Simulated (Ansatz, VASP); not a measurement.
GaN in VASP and in Ansatz

The input INCAR:

```
PREC = Accurate ; ENCUT = 520
EDIFF = 1E-7 ; ISMEAR = -1
SIGMA = 0.02 ; LREAL = F
LASPH = T ; NELM = 60
ALGO = Normal ; ISIF = 2
LWAVE = F ; LCHARG = T
GGA = PE ; LELF = T
LVHAR = T ; NBANDS = 16
```

Contents of KPOINTS:

```
Automatic mesh
0
Gamma
  10 10 10
```

File POSCAR:

```
GaN
1.0
   -0.0633654888      2.2530556285      2.2530556285
    2.2530556285     -0.0633654888      2.2530556285
    2.2530556285      2.2530556285     -0.0633654888
Ga N
1 1
Direct
   -0.0018114739     -0.0018114739     -0.0018114739
    0.2518114739      0.2518114739      0.2518114739
```

Input for Ansatz:

```yaml
crystal:
  lattice:
    - [-0.0633654888, 2.2530556285, 2.2530556285]
    - [2.2530556285, -0.0633654888, 2.2530556285]
    - [2.2530556285, 2.2530556285, -0.0633654888]
  atoms:
    - { symbol: Ga, position: [-0.0018114739, -0.0018114739, -0.0018114739] }
    - { symbol: "N", position: [0.2518114739, 0.2518114739, 0.2518114739] }
kpoints:
  mp_grid: { grid: [10, 10, 10] }
  band_path:
    path:
      - [0.0, 0.0, 0.0]
      - [-0.5, -0.5, 0.0]
      - [-0.375, -0.375, 0.25]
      - [-0.375, 0.0, 0.375]
      - [0.0, 0.0, 0.5]
      - [-0.5, -0.25, 0.25]
    npoints: 1
hamiltonian:
  xc: pbe
scf:
  occupations: { method: fermi_dirac, width: 0.02 }
  n_extra_bands: 4
output:
  forces: true
  stress: true
  eigenvalues: true
```

Change from the starting cell: epitaxial_111 strain +3.0%.

Alike in both runs: task single point; functional PBE; k mesh 10 × 10 × 10; occupations fermi-dirac, width 0.02 eV; no spin polarisation.

|  | VASP | Ansatz |
| --- | --- | --- |
| version | VASP 6.6.1 | Ansatz 0.2.0 |
| potentials or method | VASP PAW PBE potentials, release 64 (Ga_d, N) | plane waves, PAW |
| plane-wave cutoff (eV) | 520 | 420 |
| valence electrons in the cell | 18 | 18 |

|  | VASP | Ansatz | Ansatz less VASP |
| --- | --- | --- | --- |
| gap on the k mesh at the Fermi level (eV) | 1.27 | 1.27 | -0.004 |
| pressure (GPa) | -2.0 | -2.1 | -0.11 |
| traceless stress, the component that is largest in VASP (GPa) | 3.94 | 3.94 | -0.002 |
| rms of the force components (eV/Å) | 0.017 | 0.019 | +0.0020 |

Atom by atom the forces differ by 0.002 eV/Å (rms over components).
